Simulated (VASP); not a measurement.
# GaGe2 (P4_2/nmc) in VASP: relaxation of cell and atoms with PBE

Aim: the relaxation of cell and atoms of GaGe2 with PBE.

All numbers are computed with VASP 6.6.1; they aren't measurements. Logs are shortened: lines on timing, memory, paths and dates and some standing lists are left out, and cuts for length are marked.

## 1. The cell of the first run

The structure is tetragonal, space group P4_2/nmc (No. 137). Conventional cell: a = 4.286 Å, b = 4.286 Å, c = 6.170 Å, α = 90.00°, β = 90.00°, γ = 90.00°. Within 3.3 Å of Ga (site symmetry -4m2) lie 8 Ge at 2.48 to 2.82 Å. Within 3.3 Å of Ge (site symmetry 2mm) lie 4 Ga at 2.48 to 2.82 Å and 6 Ge at 3.09 Å.

## 2. Relaxation of cell and atoms, PBE

INCAR

```
  ALGO = Normal
  EDIFF = 1E-6
  EDIFFG = -0.04
  ENCUT = 600
  GGA = PE
  IBRION = 2
  ISIF = 3
  ISMEAR = 0
  LASPH = T
  LCHARG = F
  LREAL = F
  LWAVE = F
  NELM = 80
  NSW = 90
  PREC = Accurate
  SIGMA = 0.1
```

KPOINTS

```
k-points
0
Gamma
  4 4 4
```

POSCAR

```
GaGe2
1.0
    4.2860377920      0.0000000000      0.0000000000
    0.0000000000      4.2860377920      0.0000000000
    0.0000000000      0.0000000000      6.1702448901
Ga Ge
2 4
Direct
    0.0000000000      0.0000000000      0.0000000000
    0.5000000000      0.5000000000      0.5000000000
    0.0000000000      0.5000000000      0.2030000000
    0.0000000000      0.5000000000      0.7030000000
    0.5000000000      0.0000000000      0.2970000000
    0.5000000000      0.0000000000      0.7970000000
```

Potentials or basis: VASP PAW PBE potentials, release 64 (Ga_d, Ge_d).

Started as:

```
> cat potpaw_PBE.64/Ga_d/POTCAR potpaw_PBE.64/Ge_d/POTCAR > POTCAR
> mpirun -np 1 vasp_std > vasp.out
```

OUTCAR:

```text
EDIFF = 1E-6
   EDIFFG = -0.04
   ENCUT = 600
   GGA = PE
   IBRION = 2
   ISIF = 3
   ISMEAR = 0
   LASPH = T
   LREAL = F
   NELM = 80
   NSW = 90
   PREC = Accurate

 ion  position               nearest neighbor table
   1  0.000  0.000  0.000-   3 2.48   6 2.48   3 2.48   6 2.48   5 2.82   4 2.82   5 2.82   4 2.82

   2  0.500  0.500  0.500-   4 2.48   5 2.48   5 2.48   4 2.48   3 2.82   6 2.82   3 2.82   6 2.82

   3  0.000  0.500  0.203-   1 2.48   1 2.48   2 2.82   2 2.82
   4  0.000  0.500  0.703-   2 2.48   2 2.48   1 2.82   1 2.82
   5  0.500  0.000  0.297-   2 2.48   2 2.48   1 2.82   1 2.82
   6  0.500  0.000  0.797-   1 2.48   1 2.48   2 2.82   2 2.82

  LATTYP: Found a simple tetragonal cell.
 ALAT       =     4.2860377920
 C/A-ratio  =     1.4396151386

  Lattice vectors:

 A1 = (   4.2860377920,   0.0000000000,   0.0000000000)
 A2 = (   0.0000000000,   4.2860377920,   0.0000000000)
 A3 = (   0.0000000000,   0.0000000000,   6.1702448901)

Analysis of symmetry for initial positions (statically):
=====================================================================
 Subroutine PRICEL returns:
 Original cell was already a primitive cell.

 Routine SETGRP: Setting up the symmetry group for a
 simple tetragonal supercell.

 Subroutine GETGRP returns: Found 16 space group operations
 (whereof  8 operations were pure point group operations)
 out of a pool of 16 trial point group operations.

The static configuration has the point symmetry D_2d.
 The point group associated with its full space group is D_4h.

Analysis of symmetry for dynamics (positions and initial velocities):
=====================================================================
 Subroutine PRICEL returns:
 Original cell was already a primitive cell.

 Routine SETGRP: Setting up the symmetry group for a
 simple tetragonal supercell.

 Subroutine GETGRP returns: Found 16 space group operations
 (whereof  8 operations were pure point group operations)
 out of a pool of 16 trial point group operations.

The dynamic configuration has the point symmetry D_2d.
 The point group associated with its full space group is D_4h.

 Subroutine INISYM returns: Found 16 space group operations
 (whereof  8 operations are pure point group operations),
 and found     1 'primitive' translations

----------------------------------------------------------------------------------------

                                     Primitive cell

  volume of cell :     113.3481

  direct lattice vectors                    reciprocal lattice vectors
     4.286037792  0.000000000  0.000000000     0.233315722  0.000000000  0.000000000
     0.000000000  4.286037792  0.000000000     0.000000000  0.233315722  0.000000000
     0.000000000  0.000000000  6.170244890     0.000000000  0.000000000  0.162068122

  length of vectors
     4.286037792  4.286037792  6.170244890     0.233315722  0.233315722  0.162068122

  position of ions in fractional coordinates (direct lattice)
     0.000000000  0.000000000  0.000000000
     0.500000000  0.500000000  0.500000000
     0.000000000  0.500000000  0.203000000
     0.000000000  0.500000000  0.703000000
     0.500000000  0.000000000  0.297000000
     0.500000000  0.000000000  0.797000000

  ion indices of the primitive-cell ions
   primitive index   ion index
                 1           1
                 2           2
                 3           3
                 4           4
                 5           5
                 6           6

----------------------------------------------------------------------------------------

 KPOINTS: k-points

Automatic generation of k-mesh.
 Grid dimensions read from file:
 generate k-points for:    4    4    4

 Generating k-lattice:

  Cartesian coordinates                     Fractional coordinates (reciprocal lattice)
     0.058328930  0.000000000  0.000000000     0.250000000  0.000000000  0.000000000
     0.000000000  0.058328930  0.000000000     0.000000000  0.250000000  0.000000000
     0.000000000  0.000000000  0.040517030     0.000000000  0.000000000  0.250000000

  Length of vectors
     0.058328930  0.058328930  0.040517030

  Shift w.r.t. Gamma in fractional coordinates (k-lattice)
     0.000000000  0.000000000  0.000000000

 Subroutine IBZKPT returns following result:
 ===========================================

 Found     18 irreducible k-points:

 Following reciprocal coordinates:
            Coordinates               Weight
  0.000000  0.000000  0.000000      1.000000
  0.250000  0.000000  0.000000      4.000000
  0.500000  0.000000  0.000000      2.000000
  0.250000  0.250000  0.000000      4.000000
  0.500000  0.250000  0.000000      4.000000
  0.500000  0.500000  0.000000      1.000000
[... 10 lines left out ...]
  0.500000  0.250000  0.500000      4.000000
  0.500000  0.500000  0.500000      1.000000
   k-points           NKPTS =     18   k-points in BZ     NKDIM =     18   number of bands    NBANDS=     49
   number of dos      NEDOS =    301   number of ions     NIONS =      6
   total plane-waves  NPLWV =  64800
   dimension x,y,z NGX =    36 NGY =   36 NGZ =   50
   dimension x,y,z NGXF=    72 NGYF=   72 NGZF=  100
   ions per type =               2   4
   NGX,Y,Z   is equivalent  to a cutoff of  13.96, 13.96, 13.47 a.u.
   NGXF,Y,Z  is equivalent  to a cutoff of  27.93, 27.93, 26.94 a.u.
 SYSTEM =  unknown system
   PREC   = accura    normal or accurate (medium, high low for compatibility)
   ISTART =      0    job   : 0-new  1-cont  2-samecut
   ICHARG =      2    charge: 1-file 2-atom 10-const
   ISPIN  =      1    spin polarized calculation?
   LNONCOLLINEAR =      F non collinear calculations
   LSORBIT =      F    spin-orbit coupling
   LASPH  =      T    aspherical Exc in radial PAW
   ENCUT  =  600.0 eV  44.10 Ry    6.64 a.u.   8.56  8.56 12.32*2*pi/ulx,y,z
   NELM   =     80;   NELMIN=  2; NELMDL= -5     # of ELM steps
   EDIFF  = 0.1E-05   stopping-criterion for ELM
   LREAL  =      F    real-space projection
   EDIFFG = -.4E-01   stopping-criterion for IOM
   NSW    =     90    number of steps for IOM
   IBRION =      2    ionic relax: 0-MD 1-quasi-New 2-CG
   NFREE  =      1    steps in history (QN), initial steepest desc. (CG)
   ISIF   =      3    stress and relaxation
   ISYM   =      2    0-nonsym 1-usesym 2-fastsym
   POTIM  = 0.5000    time-step for ionic-motion
   TEBEG  =    0.0;   TEEND  =   0.0 temperature during run
   PSTRESS=    0.0 pullay stress
   NELECT =      82.0000    total number of electrons
   NUPDOWN=      -1.0000    fix difference up-down
   EMIN   =  10.00;   EMAX   =-10.00  energy-range for DOS
   EFERMI =   0.00;   METHOD = LEGACY
   ISMEAR =     0;   SIGMA  =   0.10  broadening in eV -4-tet -1-fermi 0-gaus
   EFERMI_NEDOS =   21; number of points for ismear=-14 and -15
   IALGO  =     38    algorithm
   IMIX   =      4    mixing-type and parameters
     AMIX     =   0.40;   BMIX     =  1.00
     AMIX_MAG =   1.60;   BMIX_MAG =  1.00
  volume/ion in A,a.u.               =      18.89       127.49
  Fermi-wavevector in a.u.,A,eV,Ry     =   1.469630  2.777198 29.386027  2.159812
  Thomas-Fermi vector in A             =   2.584984
   LORBIT       =      0    0 simple, 1 ext, 2 COOP (PROOUT), +10 PAW based schemes
   GGA     = PE    functional components
   LHFCALC =     F    Hartree Fock is set to
   AEXX    =    0.0000 exact exchange contribution
   IVDW    =     0    specifies the selected vdW correction
   LEPSILON=     F    determine dielectric tensor
   LRPA    =     F    only Hartree local field effects (RPA)
 conjugate gradient relaxation of ions
 non-spin polarized calculation
 Gauss-broadening in eV      SIGMA  =   0.10
  energy-cutoff  :      600.00
  volume of cell :      113.35
 maximum number of plane-waves:      3802
 NGX is ok and might be reduce to    36
   NGX = 17   NGY = 17   NGZ = 25

--------------------------------------- Ionic step        1  -------------------------------------------

 number of electron      81.9999967 magnetization

 Free energy of the ion-electron system (eV)
  ---------------------------------------------------
  ext. energy  EPLUGINS =         0.00000000
  ---------------------------------------------------
  free energy    TOTEN  =       -21.48224290 eV

  energy without entropy =      -21.47461137  energy(sigma->0) =      -21.47842713

------------------------ aborting loop because EDIFF is reached ----------------------------------------

  FORCE on cell =-STRESS in cart. coord.  units (eV):
  Direction    XX          YY          ZZ          XY          YZ          ZX
  --------------------------------------------------------------------------------------
  -------------------------------------------------------------------------------------
  Total        8.0265588      8.0265588      6.1283976      0.0000000     -0.0000000      0.0000000
  in kB      113.4555075    113.4555075     86.6249746      0.0000000     -0.0000000      0.0000000
  external PRESSURE =     104.5119966 kB  Pullay stress =       0.0000000 kB
[... 101 lines left out ...]
  FREE ENERGIE OF THE ION-ELECTRON SYSTEM (eV)
  ---------------------------------------------------
  free  energy   TOTEN  =       -22.0941699424 eV

  energy  without entropy=      -22.0783656188  energy(sigma->0) =      -22.08626778

[... ionic steps 4 to 10 ...]

--------------------------------------- Ionic step       11  -------------------------------------------

 number of electron      82.0000000 magnetization

------------------------ aborting loop because EDIFF is reached ----------------------------------------

  FORCE on cell =-STRESS in cart. coord.  units (eV):
  Direction    XX          YY          ZZ          XY          YZ          ZX
  --------------------------------------------------------------------------------------
  -------------------------------------------------------------------------------------
  Total        0.2093941      0.2093941      0.6376351      0.0000000     -0.0000000      0.0000000
  in kB        2.6128828      2.6128828      7.9566025      0.0000000     -0.0000000      0.0000000
  external PRESSURE =       4.3941227 kB  Pullay stress =       0.0000000 kB
[... 65 lines left out ...]
  energy  without entropy=      -22.3011134265  energy(sigma->0) =      -22.31552179

--------------------------------------- Ionic step       13  -------------------------------------------

 number of electron      81.9999993 magnetization

 Free energy of the ion-electron system (eV)
  ---------------------------------------------------
  ext. energy  EPLUGINS =         0.00000000
  ---------------------------------------------------
  free energy    TOTEN  =       -22.33353627 eV

  energy without entropy =      -22.30598677  energy(sigma->0) =      -22.31976152

 E-fermi :   5.0863     XC(G=0): -10.3637

 val. band max:        5.0604435298   @ k =   0.2500   0.0000   0.5000
 cond. band min:       5.0893609447   @ k =   0.5000   0.0000   0.5000
 fundamental gap:      0.0289174149
 Fermi energy:         5.0863056852

 k-point     1 :       0.0000    0.0000    0.0000
  band No.  band energies     occupation
      1     -19.6130      2.00000
      2     -19.6118      2.00000
      3     -19.6094      2.00000
      4     -19.6016      2.00000
      5     -19.5970      2.00000
      6     -19.5938      2.00000
[... 958 lines left out ...]
  FREE ENERGIE OF THE ION-ELECTRON SYSTEM (eV)
  ---------------------------------------------------
  free  energy   TOTEN  =       -22.3335362690 eV

  energy  without entropy=      -22.3059867661  energy(sigma->0) =      -22.31976152

 reached required accuracy - stopping structural energy minimisation
```

Run time: 8.3 min. Hardware: 1 thread of Intel Xeon 6975P-C (Granite Rapids), shared host; peak memory 0.3 GiB.

Results:

| Item | Value |
| --- | --- |
| Free energy | -22.3335 eV |
| Relaxed volume | 21.49 Å³/atom |
| Relaxed cell | a = 4.546 Å, b = 4.546 Å, c = 6.241 Å, α = 90.00°, β = 90.00°, γ = 90.00° |
| Space group after relaxing (to 0.1 Å) | I4/mmm (No. 139) |
| Energy gained by relaxing | 141.9 meV/atom |
| Ionic steps | 13 |
| Pressure after relaxing | 0.2 GPa |
| Band gap on the k mesh | zero (bands 41 and 42 overlap by 1.77 eV) |

Forces on the atoms (eV/Å):
```
Ga   0.000  0.000  0.000
Ga   0.000  0.000  0.000
Ge   0.000  0.000 -0.002
Ge   0.000  0.000 -0.002
Ge   0.000  0.000  0.002
Ge   0.000  0.000  0.002
```

Step by step:
| step | energy change (eV) | largest force (eV/Å) | pressure (GPa) | volume (Å³) |
| --- | --- | --- | --- | --- |
| 1 | 0.0000 | 0.7991 | 10.45 | 113.35 |
| 2 | -0.6090 | 0.4846 | -1.10 | 134.78 |
| 3 | -0.6119 | 0.5042 | -0.57 | 133.14 |
| 4 | -0.6699 | 0.4450 | -0.59 | 132.55 |
| 5 | -0.7850 | 0.2659 | -0.31 | 130.72 |
| 6 | -0.8020 | 0.0104 | 1.37 | 126.85 |
| 7 | -0.8155 | 0.1007 | 0.77 | 128.05 |
| 8 | -0.8340 | 0.0178 | -0.85 | 131.97 |
| 9 | -0.8353 | 0.0325 | -0.56 | 131.18 |
| 10 | -0.8479 | 0.0003 | 0.13 | 129.27 |
| 11 | -0.8496 | 0.0049 | 0.44 | 128.40 |
| 12 | -0.8477 | 0.0021 | -0.19 | 129.73 |
| 13 | -0.8513 | 0.0024 | 0.15 | 128.95 |

Final structure:
```
Ga Ge
1.0
     4.54560    0.00000    0.00000
     0.00000    4.54560    0.00000
     0.00000    0.00000    6.24061
Ga Ge
2 4
Cartesian
  0.0000 0.0000 0.0000
  2.2728 2.2728 3.1203
  0.0000 2.2728 1.5738
  0.0000 2.2728 4.6941
  2.2728 0.0000 1.5465
  2.2728 0.0000 4.6668
```

Caveat: the k points lie up to 0.35 Å⁻¹ apart in the final cell, too coarse for converged energies and pressures of a metal.

The gap in the log of VASP goes by the Fermi energy; the results here count the filled bands.